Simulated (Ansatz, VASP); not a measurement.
## YSi2: VASP beside Ansatz

```xyz
3
Lattice="3.8554 0.0000 0.0000 -1.9277 3.3388 0.0000 0.0000 0.0000 4.1674" Properties=species:S:1:pos:R:3 pbc="T T T"
Y     0.0000    0.0000    0.0000
Si    0.0000    2.2259    2.0837
Si    1.9277    1.1129    2.0837
```

Change from the starting cell: volume scaled by 1.02, crystal datasets.

Alike in both runs: task electric field gradients; functional PBEsol; k mesh 12 × 12 × 10; occupations fermi-dirac, width 0.05 eV; no spin polarisation.

```csv
,VASP,Ansatz
version,VASP 6.6.1,Ansatz 0.2.0
potentials or method,"VASP PAW PBE potentials, release 64 (Y_sv, Si), cutoff 520 eV","all-electron PAW with datasets made for the crystal, scalar-relativistic"
```

Ansatz gave:

| Item | Value |
| --- | --- |
| pressure (GPa) | 6.6 |
| traceless stress, the component that is largest in VASP (GPa) | -10.61 |
| size of Vzz on the site where it differs most (V/Å²) | 8.3 |

Question: What did VASP give for the same quantities?

Answer: Pressure (GPa): 6.7; traceless stress, the component that is largest in VASP (GPa): -10.69; size of Vzz on the site where it differs most (V/Å²): 4.1.

VASP's potentials were made for PBE, not for PBEsol. Ansatz ran all-electron here, and VASP with PAW potentials.
